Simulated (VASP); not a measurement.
Here is a VASP 6.6.1 calculation.

INCAR

```
SYSTEM = Mg5ZnS6
PREC = Accurate
ENCUT = 520
EDIFF = 1E-6
ISMEAR = 0
SIGMA = 0.02
LREAL = .FALSE.
LASPH = .TRUE.
NELM = 60
ALGO = Normal
ISIF = 2
LWAVE = .FALSE.
LCHARG = .TRUE.
GGA = PE
LELF = .TRUE.
LVHAR = .TRUE.
NBANDS = 41
```

File KPOINTS:

```
regular mesh
0
G
  8 8 2
  0 0 0
```

Contents of POSCAR:

```
Mg5ZnS6
1.0
    3.6845300000      0.0000000000      0.0000000000
    0.0000000000      3.6845300000      0.0000000000
    0.0000000000      0.0000000000     15.6281640000
Mg Zn S
5 1 6
Direct
    0.5000000000      0.5000000000      0.1643460000
    0.0000000000      0.0000000000      0.3323690000
    0.5000000000      0.5000000000      0.5000000000
    0.0000000000      0.0000000000      0.6676310000
    0.5000000000      0.5000000000      0.8356540000
    0.0000000000      0.0000000000      0.0000000000
    0.0000000000      0.0000000000      0.1637530000
    0.5000000000      0.5000000000      0.3323200000
    0.0000000000      0.0000000000      0.5000000000
    0.5000000000      0.5000000000      0.6676800000
    0.0000000000      0.0000000000      0.8362470000
    0.5000000000      0.5000000000      0.0000000000
```

Potentials or basis: VASP PAW PBE potentials, release 64 (Mg, Zn, S).

Run with:

```bash
$ cat potpaw_PBE.64/Mg/POTCAR potpaw_PBE.64/Zn/POTCAR potpaw_PBE.64/S/POTCAR > POTCAR
$ mpirun -np 1 vasp_std > vasp.out
```

Task: Estimate the band gap on the k mesh.

Result: 1.25 eV (least direct gap 1.76 eV).

Task: What does it give for the pressure?

Result: -0.2 GPa.

Task: Predict the largest force.

Result: 0.014 eV/Å.

Forces in eV/Å, atoms in the order of the input:
```
Mg   0.000  0.000  0.003
Mg   0.000  0.000  0.000
Mg   0.000  0.000  0.000
Mg   0.000  0.000  0.000
Mg   0.000  0.000 -0.003
Zn   0.000  0.000  0.000
S    0.000  0.000  0.014
S    0.000  0.000  0.001
S    0.000  0.000  0.000
S    0.000  0.000 -0.001
S    0.000  0.000 -0.014
S    0.000  0.000  0.000
```

A k mesh can miss the band edges.
